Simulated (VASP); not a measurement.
Write the native input for VASP 6.6.1 that does the following.

```
Task                   : single point
Functional             : PBEsol
Potentials or basis    : VASP PAW PBE potentials, release 64 (Cu, O)
Cutoff                 : 520 eV
k mesh                 : 14 × 14 × 8
Occupations            : gaussian, width 0.1 eV
Spin                   : no spin polarisation
Dipole correction      : no
Further INCAR settings : ALGO = Normal; EDIFF = 1e-07; NBANDS = 25
```

The structure of CuO lies in POSCAR:

```
CuO
1.0
    2.0425419762     -2.0503486087      0.0000000000
    2.0425419762      2.0503486087      0.0000000000
    0.0000000000      0.0000000000      5.0922653839
Cu O
2 2
Direct
    0.0000000000      0.5000000000      0.0000000000
    0.5000000000      0.0000000000      0.5000000000
    0.5000000000      0.5000000000      0.2500000000
    0.5000000000      0.5000000000      0.7500000000
```

One way to write it, as run:

INCAR

```
SYSTEM = CuO
PREC = Accurate
ENCUT = 520
EDIFF = 1E-7
ISMEAR = 0
SIGMA = 0.1
LREAL = .FALSE.
LASPH = .TRUE.
NELM = 60
ALGO = Normal
ISIF = 2
LWAVE = .FALSE.
LCHARG = .FALSE.
GGA = PS
NBANDS = 25
```

KPOINTS

```
Automatic mesh
0
G
  14 14 8
  0 0 0
```

Potentials or basis: VASP PAW PBE potentials, release 64 (Cu, O).

Run with:

```console
$ cat potpaw_PBE.64/Cu/POTCAR potpaw_PBE.64/O/POTCAR > POTCAR
$ mpirun -np 1 vasp_std > vasp.out
```

It gave:

- Pressure: 0.8 GPa
- Band gap on the k mesh: zero (bands 17 and 18 overlap by 1.21 eV)

Caveat: the PAW data sets were made with another functional, which shifts forces and pressure a little; semilocal functionals often make such compounds metallic where correlation or magnetic order opens a gap, which also shifts bond lengths.

Run time: 4 min on 1 thread of AMD EPYC 7R13 Processor (Zen 3), on a shared host, peak memory 0.33 GiB.
